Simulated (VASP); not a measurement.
# HW4C4 in VASP: single point with PBE+D3(BJ)

Aim: the single point of HW4C4 with PBE+D3(BJ).

All numbers are computed with VASP 6.6.1; they aren't measurements. Logs are shortened: lines on timing, memory, paths and dates and some standing lists are left out, and cuts for length are marked.

## Step 1: The cell of the first run

The cell holds a slab with vacuum, 18 atoms: a = 5.672 Å, b = 5.672 Å, c = 16.180 Å, α = 90.00°, β = 90.00°, γ = 120.00°.

## Step 2: Single point, PBE+D3(BJ)

INCAR reads:

```
ALGO = Normal
EDIFF = 1E-6
ENCUT = 520
GGA = PE
ISIF = 2
ISMEAR = -1
IVDW = 12
LASPH = T
LCHARG = F
LREAL = Auto
LWAVE = F
NBANDS = 88
NELM = 80
PREC = Accurate
SIGMA = 0.05
```

KPOINTS reads:

```
k-points
0
Gamma
  5 5 1
```

POSCAR reads:

```
HW4C4
1.0
    5.6722802440      0.0000000000      0.0000000000
   -2.8361401220      4.9123387887      0.0000000000
    0.0000000000      0.0000000000     16.1797200000
W C H
8 8 2
Direct
    0.0000000000      0.0000000000      0.0618057700
    0.0000000000      0.0000000000      0.2387201116
   -0.0000000133      0.4999999933      0.0618057700
    0.0006740241      0.5003370121      0.2406841371
    0.5000000067      0.0000000133      0.0618057700
    0.4996629879     -0.0006740241      0.2406841371
    0.5000000067      0.4999999933      0.0618057700
    0.4996629879      0.5003370121      0.2406841371
    0.3320510108      0.1660255054      0.1444928437
    0.3432448474      0.1716224237      0.3127149432
    0.3333333333      0.6666666667      0.1451996216
    0.3333333333      0.6666666667      0.3196652768
    0.8339744946      0.1660255054      0.1444928437
    0.8283775763      0.1716224237      0.3127149432
    0.8339744946      0.6679489892      0.1444928437
    0.8283775763      0.6567551526      0.3127149432
    0.3333333333      0.6666666667      0.3868565919
    0.0000000000      1.0000000000      0.3500916598
```

Potentials or basis: VASP PAW PBE potentials, release 64 (W_sv, C, H).

On the command line:

```sh
cat potpaw_PBE.64/W_sv/POTCAR potpaw_PBE.64/C/POTCAR potpaw_PBE.64/H/POTCAR > POTCAR
mpirun -np 1 vasp_std > vasp.out
```

OUTCAR:

```text
EDIFF = 1E-6
   ENCUT = 520
   GGA = PE
   ISIF = 2
   ISMEAR = -1
   IVDW = 12
   LASPH = T
   LREAL = Auto
   NELM = 80
   PREC = Accurate
 IVDW          = 12

 ion  position               nearest neighbor table
   1  0.000  0.000  0.062-   9 2.11  13 2.11  15 2.11   5 2.84   3 2.84   7 2.84   7 2.84   5 2.84
                             3 2.84   2 2.86
   2  0.000  0.000  0.239-  18 1.80  14 2.07  10 2.07  16 2.07  13 2.23   9 2.23  15 2.23   6 2.84
                             4 2.84   8 2.84   8 2.84   6 2.84   4 2.84   1 2.86
   3  1.000  0.500  0.062-  13 2.12  15 2.12  11 2.12   7 2.84   5 2.84   1 2.84   1 2.84   7 2.84
                             5 2.84   4 2.89
   4  0.001  0.500  0.241-  16 1.99  14 1.99  12 2.07  11 2.25  15 2.26  13 2.26   8 2.83   6 2.83
                             2 2.84   2 2.84   8 2.84   6 2.84   3 2.89
   5  0.500  0.000  0.062-  13 2.12   9 2.12  11 2.12   7 2.84   3 2.84   1 2.84   1 2.84   7 2.84
                             3 2.84   6 2.89
   6  0.500  0.999  0.241-  10 1.99  14 1.99  12 2.07  11 2.25   9 2.26  13 2.26   4 2.83   8 2.83
                             2 2.84   2 2.84   8 2.84   4 2.84   5 2.89
   7  0.500  0.500  0.062-  15 2.12   9 2.12  11 2.12   3 2.84   5 2.84   1 2.84   1 2.84   3 2.84
                             5 2.84   8 2.89
   8  0.500  0.500  0.241-  16 1.99  10 1.99  12 2.07  11 2.25  15 2.26   9 2.26   4 2.83   6 2.83
                             2 2.84   2 2.84   4 2.84   6 2.84   7 2.89
   9  0.332  0.166  0.144-   1 2.11   7 2.12   5 2.12   2 2.23   6 2.26   8 2.26
  10  0.343  0.172  0.313-   6 1.99   8 1.99   2 2.07
  11  0.333  0.667  0.145-   3 2.12   5 2.12   7 2.12   4 2.25   8 2.25   6 2.25
  12  0.333  0.667  0.320-  17 1.09   4 2.07   8 2.07   6 2.07
  13  0.834  0.166  0.144-   1 2.11   5 2.12   3 2.12   2 2.23   6 2.26   4 2.26
  14  0.828  0.172  0.313-   6 1.99   4 1.99   2 2.07
  15  0.834  0.668  0.144-   1 2.11   7 2.12   3 2.12   2 2.23   4 2.26   8 2.26
  16  0.828  0.657  0.313-   4 1.99   8 1.99   2 2.07
  17  0.333  0.667  0.387-  12 1.09
  18  0.000  0.000  0.350-   2 1.80

  LATTYP: Found a hexagonal cell.
 ALAT       =     5.6722802440
 C/A-ratio  =     2.8524190103

  Lattice vectors:

 A1 = (   5.6722802440,   0.0000000000,   0.0000000000)
 A2 = (  -2.8361401220,   4.9123387887,   0.0000000000)
 A3 = (   0.0000000000,   0.0000000000,  16.1797200000)

Analysis of symmetry for initial positions (statically):
=====================================================================
 Subroutine PRICEL returns:
 Original cell was already a primitive cell.

 Routine SETGRP: Setting up the symmetry group for a
 hexagonal supercell.

 Subroutine GETGRP returns: Found  6 space group operations
 (whereof  6 operations were pure point group operations)
 out of a pool of 24 trial point group operations.

The static configuration has the point symmetry C_3v.

Analysis of symmetry for dynamics (positions and initial velocities):
=====================================================================
 Subroutine PRICEL returns:
 Original cell was already a primitive cell.

 Routine SETGRP: Setting up the symmetry group for a
 hexagonal supercell.

 Subroutine GETGRP returns: Found  6 space group operations
 (whereof  6 operations were pure point group operations)
 out of a pool of 24 trial point group operations.

The dynamic configuration has the point symmetry C_3v.

 Subroutine INISYM returns: Found  6 space group operations
 (whereof  6 operations are pure point group operations),
 and found     1 'primitive' translations

----------------------------------------------------------------------------------------

                                     Primitive cell

  volume of cell :     450.8343

  direct lattice vectors                    reciprocal lattice vectors
     5.672280244  0.000000000  0.000000000     0.176295944  0.101784511  0.000000000
    -2.836140122  4.912338789  0.000000000     0.000000000  0.203569021  0.000000000
     0.000000000  0.000000000 16.179720000     0.000000000  0.000000000  0.061805767

  length of vectors
     5.672280244  5.672280244 16.179720000     0.203569021  0.203569021  0.061805767

  position of ions in fractional coordinates (direct lattice)
     0.000000000  0.000000000  0.061805770
     0.000000000  0.000000000  0.238720112
     0.999999987  0.499999993  0.061805770
     0.000674024  0.500337012  0.240684137
     0.500000007  0.000000013  0.061805770
     0.499662988  0.999325976  0.240684137
[... 10 lines left out ...]
     0.333333333  0.666666667  0.386856592
     0.000000000  0.000000000  0.350091660

  ion indices of the primitive-cell ions
   primitive index   ion index
                 1           1
                 2           2
                 3           3
                 4           4
                 5           5
                 6           6
[... 10 lines left out ...]
                17          17
                18          18

----------------------------------------------------------------------------------------

 KPOINTS: k-points

Automatic generation of k-mesh.
 Grid dimensions read from file:
 generate k-points for:    5    5    1

 Generating k-lattice:

  Cartesian coordinates                     Fractional coordinates (reciprocal lattice)
     0.035259189  0.020356902  0.000000000     0.200000000  0.000000000  0.000000000
     0.000000000  0.040713804  0.000000000     0.000000000  0.200000000  0.000000000
     0.000000000  0.000000000  0.061805767     0.000000000  0.000000000  1.000000000

  Length of vectors
     0.040713804  0.040713804  0.061805767

  Shift w.r.t. Gamma in fractional coordinates (k-lattice)
     0.000000000  0.000000000  0.000000000

 Subroutine IBZKPT returns following result:
 ===========================================

 Found      5 irreducible k-points:

 Following reciprocal coordinates:
            Coordinates               Weight
  0.000000  0.000000  0.000000      1.000000
  0.200000  0.000000  0.000000      6.000000
  0.400000  0.000000  0.000000      6.000000
  0.200000  0.200000  0.000000      6.000000
  0.400000  0.200000  0.000000      6.000000
   k-points           NKPTS =      5   k-points in BZ     NKDIM =      5   number of bands    NBANDS=     88
   number of dos      NEDOS =    301   number of ions     NIONS =     18
   total plane-waves  NPLWV = 211680
   dimension x,y,z NGX =    42 NGY =   42 NGZ =  120
   dimension x,y,z NGXF=    84 NGYF=   84 NGZF=  240
   ions per type =               8   8   2
   NGX,Y,Z   is equivalent  to a cutoff of  12.31, 12.31, 12.33 a.u.
   NGXF,Y,Z  is equivalent  to a cutoff of  24.62, 24.62, 24.66 a.u.
 SYSTEM =  unknown system
   PREC   = accura    normal or accurate (medium, high low for compatibility)
   ISTART =      0    job   : 0-new  1-cont  2-samecut
   ICHARG =      2    charge: 1-file 2-atom 10-const
   ISPIN  =      1    spin polarized calculation?
   LNONCOLLINEAR =      F non collinear calculations
   LSORBIT =      F    spin-orbit coupling
   LASPH  =      T    aspherical Exc in radial PAW
   ENCUT  =  520.0 eV  38.22 Ry    6.18 a.u.  10.55 10.55 30.08*2*pi/ulx,y,z
   NELM   =     80;   NELMIN=  2; NELMDL= -5     # of ELM steps
   EDIFF  = 0.1E-05   stopping-criterion for ELM
   LREAL  =      T    real-space projection
   EDIFFG = 0.1E-04   stopping-criterion for IOM
   NSW    =      0    number of steps for IOM
   IBRION =     -1    ionic relax: 0-MD 1-quasi-New 2-CG
   NFREE  =      0    steps in history (QN), initial steepest desc. (CG)
   ISIF   =      2    stress and relaxation
   ISYM   =      2    0-nonsym 1-usesym 2-fastsym
   POTIM  = 0.5000    time-step for ionic-motion
   TEBEG  =    0.0;   TEEND  =   0.0 temperature during run
   PSTRESS=    0.0 pullay stress
   NELECT =     146.0000    total number of electrons
   NUPDOWN=      -1.0000    fix difference up-down
   EMIN   =  10.00;   EMAX   =-10.00  energy-range for DOS
   EFERMI =   0.00;   METHOD = LEGACY
   ISMEAR =    -1;   SIGMA  =   0.05  broadening in eV -4-tet -1-fermi 0-gaus
   EFERMI_NEDOS =   21; number of points for ismear=-14 and -15
   IALGO  =     38    algorithm
   IMIX   =      4    mixing-type and parameters
     AMIX     =   0.40;   BMIX     =  1.00
     AMIX_MAG =   1.60;   BMIX_MAG =  1.00
  volume/ion in A,a.u.               =      25.05       169.02
  Fermi-wavevector in a.u.,A,eV,Ry     =   1.124226  2.124478 17.196173  1.263883
  Thomas-Fermi vector in A             =   2.260896
   LORBIT       =      0    0 simple, 1 ext, 2 COOP (PROOUT), +10 PAW based schemes
   GGA     = PE    functional components
   LHFCALC =     F    Hartree Fock is set to
   AEXX    =    0.0000 exact exchange contribution
   IVDW    =    12    specifies the selected vdW correction
   LEPSILON=     F    determine dielectric tensor
   LRPA    =     F    only Hartree local field effects (RPA)
 non-spin polarized calculation
  energy-cutoff  :      520.00
  volume of cell :      450.83
 maximum number of plane-waves:     12156
 NGX is ok and might be reduce to    42
   NGX = 21   NGY = 21   NGZ = 61

 number of electron     146.0000018 magnetization

 Free energy of the ion-electron system (eV)
  ---------------------------------------------------
  ext. energy  EPLUGINS =         0.00000000
  ---------------------------------------------------
  free energy    TOTEN  =      -169.59937373 eV

  energy without entropy =     -169.55706937  energy(sigma->0) =     -169.57822155

 E-fermi :   1.1149     XC(G=0):  -6.3401

 val. band max:        0.9130595405   @ k =   0.2000   0.0000   0.0000
 cond. band min:       1.1422274473   @ k =   0.2000   0.0000   0.0000
 fundamental gap:      0.2291679068
 Fermi energy:         1.1148622587

 k-point     1 :       0.0000    0.0000    0.0000
  band No.  band energies     occupation
      1     -72.9699      2.00000
      2     -72.7790      2.00000
      3     -72.7222      2.00000
      4     -72.7077      2.00000
      5     -72.7077      2.00000
      6     -72.6832      2.00000
[... 429 lines left out ...]
     84       3.4202      0.00000
     85       3.6071      0.00000
 [bands above 85 left out]

------------------------ aborting loop because EDIFF is reached ----------------------------------------

 Edisp (eV)   -5.03829

 E8    (eV) :    -2.3599

  FORCE on cell =-STRESS in cart. coord.  units (eV):
  Direction    XX          YY          ZZ          XY          YZ          ZX
  --------------------------------------------------------------------------------------
  -------------------------------------------------------------------------------------
  Total      20.76415    20.76415     0.76888     0.00000    -0.00000     0.00000
  in kB      73.79174    73.79174     2.73245     0.00000    -0.00000     0.00000
  external pressure =       50.11 kB  Pullay stress =        0.00 kB

 VOLUME and BASIS-vectors are now :
 -----------------------------------------------------------------------------
  energy-cutoff  :      520.00
  volume of cell :      450.83
      direct lattice vectors                 reciprocal lattice vectors
     5.672280244  0.000000000  0.000000000     0.176295944  0.101784511  0.000000000
    -2.836140122  4.912338789  0.000000000     0.000000000  0.203569021  0.000000000
     0.000000000  0.000000000 16.179720000     0.000000000  0.000000000  0.061805767

 POSITION                                       TOTAL-FORCE (eV/Angst)
 -----------------------------------------------------------------------------------
      0.00000      0.00000      1.00000        -0.000000      0.000000     -0.496317
      0.00000      0.00000      3.86242        -0.000000      0.000000     -0.021521
      4.25421      2.45617      1.00000         0.080877      0.046694      0.085532
     -1.41520      2.45782      3.89420         0.012372      0.007143     -0.021546
      2.83614      0.00000      1.00000         0.000000     -0.093389      0.085532
     -0.00000      4.90903      3.89420        -0.000000     -0.014286     -0.021546
[... 10 lines left out ...]
     -0.00000      3.27489      6.25923        -0.000000      0.000000      0.005556
      0.00000      0.00000      5.66439        -0.000000      0.000000     -0.001200
 -----------------------------------------------------------------------------------
    total drift:                               -0.000000     -0.000001      0.031811

  FREE ENERGIE OF THE ION-ELECTRON SYSTEM (eV)
  ---------------------------------------------------
  free  energy   TOTEN  =      -174.6376590867 eV

  energy  without entropy=     -174.5953547254  energy(sigma->0) =     -174.61650691
```

Wall time 15 min (1 thread of Intel Xeon 8259CL, shared host); peak memory 0.53 GiB.

Results:

* Free energy: -174.6377 eV
* Largest force: 0.496 eV/Å
* Band gap on the k mesh: zero (bands 73 and 74 overlap by 0.73 eV)
* Dispersion energy per atom: -0.280 eV

Forces in eV/Å, atoms in the order of the input:
```
W    0.000  0.000 -0.496
W    0.000  0.000 -0.022
W    0.081  0.047  0.086
W    0.012  0.007 -0.022
W    0.000 -0.093  0.086
W    0.000 -0.014 -0.022
W   -0.081  0.047  0.086
W   -0.012  0.007 -0.022
C   -0.009 -0.005  0.003
C   -0.003 -0.002  0.090
C    0.000  0.000 -0.019
C    0.000  0.000  0.060
C    0.009 -0.005  0.003
C    0.003 -0.002  0.090
C    0.000  0.010  0.003
C    0.000  0.003  0.090
H    0.000  0.000  0.006
H    0.000  0.000 -0.001
```

Caveat: spin-orbit coupling is left out, which moves the levels of the heavy elements.
